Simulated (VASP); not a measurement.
# CoSi2 (Fm-3m) in VASP: notebook

Runs on CoSi2. Level: PBEsol. Tasks: single point.

Program: VASP 6.6.1. These are calculated values, not measurements. Logs are shortened: lines on timing, memory, paths and dates and some standing lists are left out, and cuts for length are marked.

**1. The cell of the first run**

The structure is cubic, space group Fm-3m (No. 225). Conventional cell: a = 5.313 Å, b = 5.313 Å, c = 5.313 Å, α = 90.00°, β = 90.00°, γ = 90.00°. Within 3.0 Å of Co (site symmetry m-3m) lie 8 Si at 2.30 Å. Si (site symmetry -43m) has 4 Co at 2.30 Å and 6 Si at 2.66 Å within 3.0 Å.

**2. Single point, PBEsol**

File INCAR:

```
SYSTEM = CoSi2
ALGO = Normal
EDIFF = 1E-6
ENCUT = 520
GGA = PS
ISIF = 2
ISMEAR = 0
ISYM = 0
LASPH = .TRUE.
LCHARG = .FALSE.
LREAL = .FALSE.
LWAVE = .FALSE.
NBANDS = 16
NELM = 60
PREC = Accurate
SIGMA = 0.1
```

File KPOINTS:

```
k-points
0
G
  9 9 11
  0 0 0
```

File POSCAR:

```
CoSi2
1.0
    3.7565102939      0.0000000000      0.0000000000
   -1.8782551469      3.2532333441      0.0000000000
    1.8782551469      1.0844111147      3.0671778112
Co Si
1 2
Direct
    0.0000000000      0.0000000000      0.0000000000
    0.5000000000      0.7500000000      0.7500000000
    0.5000000000      0.2500000000      0.2500000000
```

Potentials or basis: VASP PAW PBE potentials, release 64 (Co, Si).

Launch:

```sh
$ cat potpaw_PBE.64/Co/POTCAR potpaw_PBE.64/Si/POTCAR > POTCAR
$ mpirun -np 1 vasp_std > vasp.out
```

OUTCAR:

```text
SYSTEM = CoSi2
   EDIFF = 1E-6
   ENCUT = 520
   GGA = PS
   ISIF = 2
   ISMEAR = 0
   ISYM = 0
   LASPH = .TRUE.
   LREAL = .FALSE.
   NELM = 60
   PREC = Accurate

 ion  position               nearest neighbor table
   1  0.000  0.000  0.000-   2 2.30   3 2.30   2 2.30   3 2.30   2 2.30   3 2.30   2 2.30   3 2.30

   2  0.500  0.750  0.750-   1 2.30   1 2.30   1 2.30   1 2.30   3 2.66   3 2.66   3 2.66   3 2.66
                             3 2.66   3 2.66
   3  0.500  0.250  0.250-   1 2.30   1 2.30   1 2.30   1 2.30   2 2.66   2 2.66   2 2.66   2 2.66
                             2 2.66   2 2.66

IMPORTANT INFORMATION: All symmetrisations will be switched off!
NOSYMM: (Re-)initialisation of all symmetry stuff for point group C_1.

----------------------------------------------------------------------------------------

                                     Primitive cell

  volume of cell :      37.4834

  direct lattice vectors                    reciprocal lattice vectors
     3.756510294  0.000000000  0.000000000     0.266204515  0.153693248 -0.217355076
    -1.878255147  3.253233344  0.000000000     0.000000000  0.307386497 -0.108677538
     1.878255147  1.084411115  3.067177811     0.000000000  0.000000000  0.326032614

  length of vectors
     3.756510294  3.756510294  3.756510294     0.376470035  0.326032614  0.326032614

  position of ions in fractional coordinates (direct lattice)
     0.000000000  0.000000000  0.000000000
     0.500000000  0.750000000  0.750000000
     0.500000000  0.250000000  0.250000000

  ion indices of the primitive-cell ions
   primitive index   ion index
                 1           1
                 2           2
                 3           3

----------------------------------------------------------------------------------------

 KPOINTS: k-points

Automatic generation of k-mesh.
 Grid dimensions read from file:
 generate k-points for:    9    9   11

 Generating k-lattice:

  Cartesian coordinates                     Fractional coordinates (reciprocal lattice)
     0.029578279  0.017077028 -0.024150564     0.111111111 -0.000000000  0.000000000
     0.000000000  0.034154055 -0.012075282     0.000000000  0.111111111  0.000000000
     0.000000000  0.000000000  0.029639329     0.000000000  0.000000000  0.090909091

  Length of vectors
     0.041830004  0.036225846  0.029639329

  Shift w.r.t. Gamma in fractional coordinates (k-lattice)
     0.000000000  0.000000000  0.000000000

 -----------------------------------------------------------------------------
|                                                                             |
|           W    W    AA    RRRRR   N    N  II  N    N   GGGG   !!!           |
|           W    W   A  A   R    R  NN   N  II  NN   N  G    G  !!!           |
|           W    W  A    A  R    R  N N  N  II  N N  N  G       !!!           |
|           W WW W  AAAAAA  RRRRR   N  N N  II  N  N N  G  GGG   !            |
|           WW  WW  A    A  R   R   N   NN  II  N   NN  G    G                |
|           W    W  A    A  R    R  N    N  II  N    N   GGGG   !!!           |
|                                                                             |
|     Your reciprocal lattice and k-lattice belong to different lattice       |
|     classes:                                                                |
|                                                                             |
|        The reciprocal lattice is body-centered cubic,                       |
|        whereas your k-lattice is base-centered monoclinic.                  |
|                                                                             |
|     Results are often still useful ...                                      |
|                                                                             |
 -----------------------------------------------------------------------------

 WARNING: IBZKPT: internal override: KBLOWUP is changed to .FALSE.
      ... skipping the blow-up phase ...

 Subroutine IBZKPT returns following result:
 ===========================================

 Found    446 irreducible k-points:

 Following reciprocal coordinates:
            Coordinates               Weight
  0.000000  0.000000  0.000000      1.000000
  0.111111 -0.000000  0.000000      2.000000
  0.222222  0.000000  0.000000      2.000000
  0.333333  0.000000  0.000000      2.000000
  0.444444  0.000000  0.000000      2.000000
  0.000000  0.111111  0.000000      2.000000
[... 16 lines left out ...]
 -0.111111  0.222222 -0.000000      2.000000
  0.000000  0.333333  0.000000      2.000000
 [... further k-points ...]
   k-points           NKPTS =    446   k-points in BZ     NKDIM =    446   number of bands    NBANDS=     16
   number of dos      NEDOS =    301   number of ions     NIONS =      3
   total plane-waves  NPLWV =  21952
   dimension x,y,z NGX =    28 NGY =   28 NGZ =   28
   dimension x,y,z NGXF=    56 NGYF=   56 NGZF=   56
   ions per type =               1   2
   NGX,Y,Z   is equivalent  to a cutoff of  12.39, 12.39, 12.39 a.u.
   NGXF,Y,Z  is equivalent  to a cutoff of  24.78, 24.78, 24.78 a.u.
 SYSTEM =  CoSi2
   PREC   = accura    normal or accurate (medium, high low for compatibility)
   ISTART =      0    job   : 0-new  1-cont  2-samecut
   ICHARG =      2    charge: 1-file 2-atom 10-const
   ISPIN  =      1    spin polarized calculation?
   LNONCOLLINEAR =      F non collinear calculations
   LSORBIT =      F    spin-orbit coupling
   LASPH  =      T    aspherical Exc in radial PAW
   ENCUT  =  520.0 eV  38.22 Ry    6.18 a.u.   6.98  6.98  6.98*2*pi/ulx,y,z
   NELM   =     60;   NELMIN=  2; NELMDL= -5     # of ELM steps
   EDIFF  = 0.1E-05   stopping-criterion for ELM
   LREAL  =      F    real-space projection
   EDIFFG = 0.1E-04   stopping-criterion for IOM
   NSW    =      0    number of steps for IOM
   IBRION =     -1    ionic relax: 0-MD 1-quasi-New 2-CG
   NFREE  =      0    steps in history (QN), initial steepest desc. (CG)
   ISIF   =      2    stress and relaxation
   ISYM   =      0    0-nonsym 1-usesym 2-fastsym
   POTIM  = 0.5000    time-step for ionic-motion
   TEBEG  =    0.0;   TEEND  =   0.0 temperature during run
   PSTRESS=    0.0 pullay stress
   NELECT =      17.0000    total number of electrons
   NUPDOWN=      -1.0000    fix difference up-down
   EMIN   =  10.00;   EMAX   =-10.00  energy-range for DOS
[... 5 lines left out ...]
     AMIX     =   0.40;   BMIX     =  1.00
     AMIX_MAG =   1.60;   BMIX_MAG =  1.00
  volume/ion in A,a.u.               =      12.49        84.32
  Fermi-wavevector in a.u.,A,eV,Ry     =   1.257800  2.376897 21.525241  1.582061
  Thomas-Fermi vector in A             =   2.391441
   LORBIT       =      0    0 simple, 1 ext, 2 COOP (PROOUT), +10 PAW based schemes
   GGA     = PS    functional components
   LHFCALC =     F    Hartree Fock is set to
   AEXX    =    0.0000 exact exchange contribution
   IVDW    =     0    specifies the selected vdW correction
   LEPSILON=     F    determine dielectric tensor
   LRPA    =     F    only Hartree local field effects (RPA)
 non-spin polarized calculation
 Gauss-broadening in eV      SIGMA  =   0.10
  energy-cutoff  :      520.00
  volume of cell :       37.48
 maximum number of plane-waves:      1023
   NGX = 13   NGY = 13   NGZ = 13

 number of electron      17.0000005 magnetization

 Free energy of the ion-electron system (eV)
  ---------------------------------------------------
  ext. energy  EPLUGINS =         0.00000000
  ---------------------------------------------------
  free energy    TOTEN  =       -20.98417506 eV

  energy without entropy =      -20.97924693  energy(sigma->0) =      -20.98171100

 E-fermi :  10.3226     XC(G=0): -11.9677

 val. band max:       10.3166690863   @ k =   0.1111   0.2222   0.0000
 cond. band min:      10.3299016801   @ k =   0.2222   0.0000   0.0000
 fundamental gap:      0.0132325938
 Fermi energy:        10.3225866824

 k-point     1 :       0.0000    0.0000    0.0000
  band No.  band energies     occupation
      1      -2.9807      2.00000
      2       6.1386      2.00000
      3       6.1397      2.00000
      4       6.1399      2.00000
      5       8.3463      2.00000
      6       8.3474      2.00000
[... 8 lines left out ...]
     15      16.0929      0.00000
     16      16.0932      0.00000

 k-point     2 :       0.1111   -0.0000    0.0000
  band No.  band energies     occupation
      1      -2.7260      2.00000
      2       5.7407      2.00000
      3       6.1532      2.00000
      4       6.1537      2.00000
      5       8.1017      2.00000
      6       8.4127      2.00000
[... 8 lines left out ...]
     15      16.3902      0.00000
     16      16.3909      0.00000

 k-point     3 :       0.2222    0.0000    0.0000
  band No.  band energies     occupation
      1      -1.9712      2.00000
      2       4.9532      2.00000
      3       6.2179      2.00000
      4       6.2183      2.00000
      5       7.2422      2.00000
      6       8.5855      2.00000
[... 8 lines left out ...]
     15      18.7382      0.00000
     16      18.8083      0.00000

 k-point     4 :       0.3333    0.0000    0.0000
  band No.  band energies     occupation
      1      -0.7528      2.00000
      2       4.2658      2.00000
      3       5.5206      2.00000
      4       6.3711      2.00000
      5       6.3713      2.00000
      6       8.7906      2.00000
[... 8 lines left out ...]
     15      18.8447      0.00000
     16      21.8871      0.00000
[... 324 lines left out ...]
 k-point    22 :      -0.2222    0.2222   -0.0000
  band No.  band energies     occupation
      1      -2.2231      2.00000
      2       4.5816      2.00000
      3       6.3746      2.00000
      4       6.3752      2.00000
      5       8.2050      2.00000
      6       8.2061      2.00000
[... 8 lines left out ...]
     15      16.6457      0.00000
     16      17.5661      0.00000

 k-point    23 :      -0.1111    0.2222   -0.0000
  band No.  band energies     occupation
      1      -2.4734      2.00000
      2       5.1889      2.00000
      3       6.0974      2.00000
      4       6.3973      2.00000
      5       8.0656      2.00000
      6       8.3577      2.00000
[... 8 lines left out ...]
     15      16.6421      0.00000
     16      17.5236      0.00000

 k-point    24 :       0.0000    0.3333    0.0000
  band No.  band energies     occupation
      1      -1.3032      2.00000
      2       3.0814      2.00000
      3       6.5445      2.00000
      4       6.5450      2.00000
      5       8.2724      2.00000
      6       8.2737      2.00000
[... 8 lines left out ...]
     15      18.3957      0.00000
     16      19.1923      0.00000

 [... further k-points ...]
[... 5 lines left out ...]
  --------------------------------------------------------------------------------------
  -------------------------------------------------------------------------------------
  Total        0.0030558      0.0049130      0.0191204     -0.0016215     -0.0018311     -0.0031678
  in kB        0.1306181      0.2100018      0.8172758     -0.0693104     -0.0782689     -0.1354037
  external PRESSURE =       0.3859652 kB  Pullay stress =       0.0000000 kB

 VOLUME and BASIS-vectors are now :
 -----------------------------------------------------------------------------
  energy-cutoff  :      520.00
  volume of cell :       37.48
      direct lattice vectors                 reciprocal lattice vectors
     3.756510294  0.000000000  0.000000000     0.266204515  0.153693248 -0.217355076
    -1.878255147  3.253233344  0.000000000     0.000000000  0.307386497 -0.108677538
     1.878255147  1.084411115  3.067177811     0.000000000  0.000000000  0.326032614

 POSITION                                       TOTAL-FORCE (eV/Angst)
 -----------------------------------------------------------------------------------
      0.00000      0.00000      0.00000         0.000001      0.000001     -0.000001
      1.87826      3.25323      2.30038         0.002760      0.001593     -0.008257
      1.87826      1.08441      0.76679        -0.002761     -0.001594      0.008258
 -----------------------------------------------------------------------------------
    total drift:                                0.000001      0.000001     -0.000001

  FREE ENERGIE OF THE ION-ELECTRON SYSTEM (eV)
  ---------------------------------------------------
  free  energy   TOTEN  =       -20.9841750644 eV

  energy  without entropy=      -20.9792469301  energy(sigma->0) =      -20.98171100
```

Run time: 2.4 min. Hardware: 1 thread of Intel Xeon Platinum 8488C (Sapphire Rapids), shared host; peak memory 0.36 GiB.

Results:

- Free energy: -20.9842 eV
- Pressure: 0.0 GPa

Caveat: the PAW data sets were made with another functional, which shifts forces and pressure a little. Spin polarisation is off, so any magnetic state and its effect on volume and gap are missing.

**3. Single point, PBEsol**

File INCAR:

```
ALGO = Normal
EDIFF = 1E-6
ENCUT = 520
GGA = PS
ISIF = 2
ISMEAR = 0
ISYM = 0
LASPH = T
LCHARG = F
LREAL = F
LWAVE = F
NBANDS = 16
NELM = 60
PREC = Accurate
SIGMA = 0.1
```

File KPOINTS:

```
k-points
0
Gamma
  9 9 11
```

File POSCAR:

```
CoSi2
1.0
    3.7565103798      0.0000000000      0.0000000000
   -1.8782551899      3.2532334184      0.0000000000
    1.8782551899      1.0844111395      3.0671778813
Co Si
1 2
Direct
    0.0000000000      0.0000000000      0.0000000000
    0.5000000000      0.7500000000      0.7500000000
    0.5000000000      0.2500000000      0.2500000000
```

Potentials or basis: VASP PAW PBE potentials, release 64 (Co, Si).

Launch:

```sh
$ cat potpaw_PBE.64/Co/POTCAR potpaw_PBE.64/Si/POTCAR > POTCAR
$ mpirun -np 1 vasp_std > vasp.out
```

Run time: 3 min. Hardware: 1 thread of Intel Xeon Platinum 8488C (Sapphire Rapids), shared host; peak memory 0.36 GiB.

Results (log left out):

- Free energy: -20.9842 eV
- Pressure: 0.0 GPa

Levels at points of the mesh, in eV from the Fermi level:
| k point | band 6 | band 7 | band 8 | band 9 | band 10 | band 11 | band 12 | band 13 |
| --- | --- | --- | --- | --- | --- | --- | --- | --- |
| (0.00, 0.00, 0.00) | -1.98 | 1.04 | 3.44 | 3.44 | 3.44 | 3.53 | 3.54 | 3.54 |

Caveat: the PAW data sets were made with another functional, which shifts forces and pressure a little.

[end of part 1 of 2]
